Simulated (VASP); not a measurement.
# InAs (F-43m) in VASP: a series of runs, part 2 of 2

VASP 6.6.1.

**3. Single point, PBE0**

This run uses another cell than the first one, of 28.59 Å³/atom.

Input file POSCAR:

```
InAs
1.0
    0.0000000000      3.0577150807      3.0577150807
    3.0577150807      0.0000000000      3.0577150807
    3.0577150807      3.0577150807      0.0000000000
In As
1 1
Direct
    0.0000000000      0.0000000000      0.0000000000
    0.7500000000      0.7500000000      0.7500000000
```

Input file INCAR.step1:

```
SYSTEM = InAs
PREC = Accurate ; ENCUT = 520
EDIFF = 1E-5 ; ISMEAR = -1
SIGMA = 0.05 ; LREAL = .False.
LASPH = .True. ; NELM = 80
ALGO = Normal ; ISIF = 2
LWAVE = .True. ; LCHARG = .False.
NBANDS = 16 ; GGA = PE
```

Input file INCAR.step2:

```
SYSTEM = InAs
PREC = Accurate ; ENCUT = 520
EDIFF = 1E-6 ; ISMEAR = -1
SIGMA = 0.05 ; LREAL = .False.
LASPH = .True. ; NELM = 80
ALGO = Normal ; ISIF = 2
LWAVE = .False. ; LCHARG = .False.
GGA = PE ; LHFCALC = .True.
AEXX = 0.25 ; PRECFOCK = Normal
NBANDS = 16 ; ISTART = 1
```

Input file KPOINTS:

```
Automatic mesh
0
Gamma
  4 4 4
  0 0 0
```

Potentials or basis: VASP PAW PBE potentials, release 64 (In_d, As).

Started as:

```sh
cat potpaw_PBE.64/In_d/POTCAR potpaw_PBE.64/As/POTCAR > POTCAR
cp INCAR.step1 INCAR
mpirun -np 1 vasp_std > vasp.out
cp INCAR.step2 INCAR
mpirun -np 1 vasp_std > vasp.out
```

OUTCAR:

```text
SYSTEM = InAs
   PREC = Accurate
   ENCUT = 520
   EDIFF = 1E-6
   ISMEAR = -1
   LREAL = .False.
   LASPH = .True.
   NELM = 80
   ISIF = 2
   GGA = PE
   LHFCALC = .True.
   AEXX = 0.25
   PRECFOCK = Normal
   ISTART = 1

 ion  position               nearest neighbor table
   1  0.000  0.000  0.000-   2 2.65   2 2.65   2 2.65   2 2.65
   2  0.750  0.750  0.750-   1 2.65   1 2.65   1 2.65   1 2.65

  LATTYP: Found a face centered cubic cell.
 ALAT       =     6.1154301614

[... 328 lines left out ...]

------------------------ aborting loop because EDIFF is reached ----------------------------------------

  FORCE on cell =-STRESS in cart. coord.  units (eV):
  Direction    XX          YY          ZZ          XY          YZ          ZX
  --------------------------------------------------------------------------------------
  -------------------------------------------------------------------------------------
  Total       -0.1914482     -0.1914482     -0.1914482     -0.0000000      0.0000000     -0.0000000
  in kB       -5.3646425     -5.3646425     -5.3646425     -0.0000000      0.0000000     -0.0000000
  external PRESSURE =      -5.3646425 kB  Pullay stress =       0.0000000 kB

 VOLUME and BASIS-vectors are now :
 -----------------------------------------------------------------------------
  energy-cutoff  :      520.00
  volume of cell :       57.18
      direct lattice vectors                 reciprocal lattice vectors
     0.000000000  3.057715081  3.057715081    -0.163520795  0.163520795  0.163520795
     3.057715081  0.000000000  3.057715081     0.163520795 -0.163520795  0.163520795
     3.057715081  3.057715081  0.000000000     0.163520795  0.163520795 -0.163520795

 POSITION                                       TOTAL-FORCE (eV/Angst)
 -----------------------------------------------------------------------------------
      0.00000      0.00000      0.00000         0.000000     -0.000000     -0.000000
      4.58657      4.58657      4.58657        -0.000000      0.000000      0.000000
 -----------------------------------------------------------------------------------
    total drift:                               -0.000019     -0.000024     -0.000014

  FREE ENERGIE OF THE ION-ELECTRON SYSTEM (eV)
  ---------------------------------------------------
  free  energy   TOTEN  =       -10.0283432174 eV

  energy  without entropy=      -10.0283416574  energy(sigma->0) =      -10.02834244
```

OSZICAR.step1:

```text
N       E                     dE             d eps       ncg     rms          rms(c)
DAV:   1     0.109224396702E+03    0.10922E+03   -0.86020E+03   264   0.118E+03
DAV:   2    -0.587239902873E+00   -0.10981E+03   -0.10493E+03   296   0.284E+02
DAV:   3    -0.766549460354E+01   -0.70783E+01   -0.70566E+01   320   0.713E+01
DAV:   4    -0.785974930212E+01   -0.19425E+00   -0.19421E+00   320   0.133E+01
DAV:   5    -0.786682583780E+01   -0.70765E-02   -0.70763E-02   376   0.193E+00    0.436E+00
DAV:   6    -0.760035056079E+01    0.26648E+00   -0.39723E-01   392   0.102E+01    0.242E+00
DAV:   7    -0.757539997922E+01    0.24951E-01   -0.12240E-01   384   0.289E+00    0.720E-01
DAV:   8    -0.757716749057E+01   -0.17675E-02   -0.13644E-02   320   0.130E+00    0.185E-01
DAV:   9    -0.757798454594E+01   -0.81706E-03   -0.11285E-03   304   0.277E-01    0.102E-01
DAV:  10    -0.757816247447E+01   -0.17793E-03   -0.19220E-04   336   0.189E-01    0.584E-02
DAV:  11    -0.757822045524E+01   -0.57981E-04   -0.13032E-04   296   0.109E-01    0.382E-02
DAV:  12    -0.757822155067E+01   -0.10954E-05   -0.54092E-06   264   0.225E-02
   1 F= -.75782216E+01 E0= -.75767267E+01  d E =-.298975E-02
```

Run time: 11 min. Hardware: 1 thread of Intel Xeon Platinum 8488C (Sapphire Rapids), shared host; peak memory 0.19 GiB.

What came out:

```
Free energy            : -10.0283 eV
Pressure               : -0.5 GPa
Band gap on the k mesh : 1.06 eV
```

Caveat: the k points lie up to 0.44 Å⁻¹ apart; the PAW data sets were made with another functional, which shifts forces and pressure a little; spin-orbit coupling is left out, which moves the levels of the heavy elements.

**4. Single point, PBE0**

This run uses another cell than the first one, of 29.14 Å³/atom.

Input file POSCAR:

```
InAs
1.0
    0.0000000000      3.0771914981      3.0771914981
    3.0771914981      0.0000000000      3.0771914981
    3.0771914981      3.0771914981      0.0000000000
In As
1 1
Direct
    0.0000000000      0.0000000000      0.0000000000
    0.7500000000      0.7500000000      0.7500000000
```

Input file INCAR.step1:

```
SYSTEM = InAs
  PREC = Accurate
  ENCUT = 520
  EDIFF = 1E-5
  ISMEAR = -1
  SIGMA = 0.05
  LREAL = .FALSE.
  LASPH = .TRUE.
  NELM = 80
  ALGO = Normal
  ISIF = 2
  LWAVE = .TRUE.
  LCHARG = .FALSE.
  NBANDS = 16
  GGA = PE
```

Input file INCAR.step2:

```
SYSTEM = InAs
  PREC = Accurate
  ENCUT = 520
  EDIFF = 1E-7
  ISMEAR = -1
  SIGMA = 0.05
  LREAL = .FALSE.
  LASPH = .TRUE.
  NELM = 80
  ALGO = Normal
  ISIF = 2
  LWAVE = .FALSE.
  LCHARG = .FALSE.
  GGA = PE
  LHFCALC = .TRUE.
  AEXX = 0.25
  PRECFOCK = Normal
  NBANDS = 16
  ISTART = 1
```

Input file KPOINTS:

```
Automatic mesh
0
G
  4 4 4
  0 0 0
```

Started as:

```sh
cat potpaw_PBE.64/In_d/POTCAR potpaw_PBE.64/As/POTCAR > POTCAR
cp INCAR.step1 INCAR
mpirun -np 1 vasp_std > vasp.out
cp INCAR.step2 INCAR
mpirun -np 1 vasp_std > vasp.out
```

It took 11 min on 1 thread of Intel Xeon Platinum 8488C (Sapphire Rapids), shared host; peak memory 0.19 GiB.

Results (log left out):

| Property | Result |
| --- | --- |
| Free energy | -10.0216 eV |
| Pressure | -1.6 GPa |
| Band gap on the k mesh | 0.94 eV |

Levels at points of the mesh, in eV from the valence-band top:
```tsv
k point	band 6	band 7	band 8	band 9	band 10	band 11	band 12	band 13
(0.00, 0.00, 0.00)	-12.74	0.00	0.00	0.00	0.94	5.36	5.36	5.36
(0.50, 0.00, 0.00)	-11.28	-6.04	-1.00	-1.00	2.23	6.14	6.14	8.34
(0.50, 0.50, 0.00)	-10.74	-6.15	-2.37	-2.37	2.89	3.42	10.69	10.85
```

Caveat: the k points lie up to 0.44 Å⁻¹ apart; the PAW data sets were made with another functional, which shifts forces and pressure a little; spin-orbit coupling is left out, which moves the levels of the heavy elements.

**5. Single point, r2SCAN0**

Input file POSCAR:

```
InAs
1.0
    0.0000000000      2.9977443561      2.9977443561
    2.9977443561      0.0000000000      2.9977443561
    2.9977443561      2.9977443561      0.0000000000
In As
1 1
Direct
    0.0000000000      0.0000000000      0.0000000000
    0.7500000000      0.7500000000      0.7500000000
```

Input file INCAR.step1:

```
SYSTEM = InAs
PREC = Accurate
ENCUT = 440
EDIFF = 1E-5
ISMEAR = -1
SIGMA = 0.05
LREAL = .False.
LASPH = .True.
NELM = 120
ALGO = Normal
ISIF = 2
LWAVE = .True.
NBANDS = 21
GGA = PE
GGA_COMPAT = .False.
```

Input file INCAR.step2:

```
SYSTEM = InAs
PREC = Accurate
ENCUT = 440
EDIFF = 1E-6
ISMEAR = -1
SIGMA = 0.05
LREAL = .False.
LASPH = .True.
NELM = 120
ALGO = Normal
ISIF = 2
LWAVE = .False.
LCHARG = .True.
METAGGA = R2SCAN
LHFCALC = .True.
AEXX = 0.25
LMIXTAU = .True.
PRECFOCK = Normal
LELF = .True.
LVHAR = .True.
NBANDS = 21
ISTART = 1
GGA_COMPAT = .False.
```

Input file KPOINTS:

```
regular mesh
0
Gamma
  4 4 4
  0 0 0
```

Potentials or basis: VASP PAW PBE potentials, release 64 (In_d, As_d).

Started as:

```sh
cat potpaw_PBE.64/In_d/POTCAR potpaw_PBE.64/As_d/POTCAR > POTCAR
cp INCAR.step1 INCAR
mpirun -np 1 vasp_std > vasp.out
cp INCAR.step2 INCAR
mpirun -np 1 vasp_std > vasp.out
```

It took 6 min on 1 thread of Intel Xeon 6975P-C (Granite Rapids), shared host; peak memory 0.18 GiB.

It converged, with:

- Free energy: -33.0130 eV
- Pressure: 2.6 GPa
- Band gap on the k mesh: 1.68 eV

Levels at points of the mesh, in eV from the valence-band top:
```
           k point  band 10  band 11  band 12  band 13  band 14  band 15  band 16  band 17  band 18  band 19
(0.00, 0.00, 0.00)   -16.42   -13.55     0.00     0.00     0.00     1.68     5.63     5.63     5.63     9.61
(0.50, 0.00, 0.00)   -16.42   -11.80    -6.56    -1.15    -1.15     2.66     6.43     6.43     8.71    11.40
(0.50, 0.50, 0.00)   -16.40   -11.14    -6.59    -2.71    -2.71     2.94     3.62    11.69    11.88    11.88
```

Caveat: the k points lie up to 0.45 Å⁻¹ apart; the PAW data sets were made with another functional, which shifts forces and pressure a little; spin-orbit coupling is left out, which moves the levels of the heavy elements.

**6. The runs side by side**

| level | potentials or basis | cell | cutoff (eV) | gap on the mesh (eV) | pressure (GPa) |
| --- | --- | --- | --- | --- | --- |
| PBE0 | VASP PAW PBE potentials, release 64 (In_d, As) | a = 4.239 Å, angles 60.0°, 2 atoms | 520 | 1.43 | 3.4 |
| PBE0 | VASP PAW PBE potentials, release 64 (In_d, As) | a = 4.324 Å, angles 60.0°, 2 atoms | 520 | 1.06 | -0.5 |
| PBE0 | VASP PAW PBE potentials, release 64 (In_d, As) | a = 4.352 Å, angles 60.0°, 2 atoms | 520 | 0.94 | -1.6 |
| r2SCAN0 | VASP PAW PBE potentials, release 64 (In_d, As_d) | a = 4.239 Å, angles 60.0°, 2 atoms | 440 | 1.68 | 2.6 |

Alike in all rows: task single point; no spin polarisation; k mesh 4 × 4 × 4; smearing fermi-dirac 0.05 eV.

Caveats: all runs use coarse meshes; the PAW data sets were made with another functional, which shifts forces and pressure a little; spin-orbit coupling is left out, which moves the levels of the heavy elements.

Absolute energies hang on the potentials; compare differences alone.
